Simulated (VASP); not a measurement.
Wanted: the native input for a VASP 6.6.1 run.

```
Task                    : single point
Functional              : PBE
Potentials or basis     : VASP PAW PBE potentials, release 64 (La, O)
Cutoff                  : 520 eV
k mesh                  : 6 × 6 × 12
Occupations             : gaussian, width 0.1 eV
Spin                    : no spin polarisation
Dipole correction       : no
k mesh for the DOS      : 9 × 9 × 18
Occupations for the DOS : tetrahedron
Further INCAR settings  : ALGO = Normal; EDIFF = 1e-06; NBANDS = 40
```

La5O:

```
La O
1.0
     7.78691    0.00000    0.00000
    -3.89345    6.74366    0.00000
     0.00000    0.00000    3.50230
La O
5 1
Direct
  0.74744 0.00000 0.00000
  0.66667 0.33333 0.50000
  0.25256 0.25256 0.00000
  0.33333 0.66667 0.50000
  0.00000 0.74744 0.00000
  0.00000 0.00000 0.50000
```

One way to write it, as run:

POSCAR

```
La5O
1.0
    7.7869094179      0.0000000033      0.0000000000
   -3.8934547118      6.7436613712      0.0000000000
    0.0000000000      0.0000000000      3.5022970104
La O
5 1
Direct
    0.7474440599      0.0000000000      0.0000000000
    0.6666666667      0.3333333333      0.5000000000
    0.2525559401      0.2525559401      0.0000000000
    0.3333333333      0.6666666667      0.5000000000
    0.0000000000      0.7474440599      0.0000000000
    0.0000000000      0.0000000000      0.5000000000
```

INCAR.step1

```
SYSTEM = La5O
PREC = Accurate ; ENCUT = 520
EDIFF = 1E-6 ; ISMEAR = 0
SIGMA = 0.1 ; LREAL = .FALSE.
LASPH = .TRUE. ; NELM = 100
ALGO = Normal ; ISIF = 2
LWAVE = .FALSE. ; LCHARG = .TRUE.
LMAXMIX = 6 ; GGA = PE
NBANDS = 40
```

KPOINTS.step1

```
Automatic mesh
0
G
  6 6 12
  0 0 0
```

INCAR.step2

```
SYSTEM = La5O
PREC = Accurate ; ENCUT = 520
EDIFF = 1E-6 ; ISMEAR = -5
SIGMA = 0.1 ; LREAL = .FALSE.
LASPH = .TRUE. ; NELM = 100
ALGO = Normal ; ISIF = 2
LWAVE = .FALSE. ; LCHARG = .FALSE.
LMAXMIX = 6 ; GGA = PE
LORBIT = 10 ; NBANDS = 40
NEDOS = 2001 ; ICHARG = 11
```

KPOINTS.step2

```
Automatic mesh
0
G
  9 9 18
  0 0 0
```

Potentials or basis: VASP PAW PBE potentials, release 64 (La, O).

Command:

```console
$ cat potpaw_PBE.64/La/POTCAR potpaw_PBE.64/O/POTCAR > POTCAR
$ cp INCAR.step1 INCAR
$ cp KPOINTS.step1 KPOINTS
$ mpirun -np 1 vasp_std > vasp.out
$ cp INCAR.step2 INCAR
$ cp KPOINTS.step2 KPOINTS
$ mpirun -np 1 vasp_std > vasp.out
```

It gave:

```json
{
  "Valence electrons inside the program's atomic spheres": "La 8.70, 8.73 (each value once); O 4.93"
}
```

It took 55 min on 1 thread of Intel Xeon 8259CL, with other jobs on the host, peak memory 0.84 GiB.
